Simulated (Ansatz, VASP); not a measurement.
## One calculation of Li2O, two programs

```
O Li
1.0
     0.00000    2.31242    2.31242
     2.31242    0.00000    2.31242
     2.31242    2.31242    0.00000
O Li
1 2
Direct
  0.00000 0.00000 0.00000
  0.25000 0.25000 0.25000
  0.75000 0.75000 0.75000
```

Alike in both runs: task single point; functional PBE; k mesh 8 × 8 × 8; occupations gaussian, width 0.02 eV; no spin polarisation.

|  | VASP | Ansatz |
| --- | --- | --- |
| version | VASP 6.6.1 | Ansatz 0.2.0 |
| potentials or method | VASP PAW PBE potentials, release 64 (O, Li_sv), cutoff 750 eV | scalar-relativistic, plane waves, PAW |
| valence electrons in the cell | 12 | 12 |

VASP gave:

```
gap on the k mesh at the Fermi level (eV) : 4.97
least direct gap on the mesh (eV)         : 5.24
pressure (GPa)                            : -0.3
```

Task: Which values does Ansatz return?

Result: gap on the k mesh at the Fermi level (eV): 4.99; least direct gap on the mesh (eV): 5.24; pressure (GPa): 0.0.

With one functional, cell and mesh, what is left measures potentials, basis and numerics.
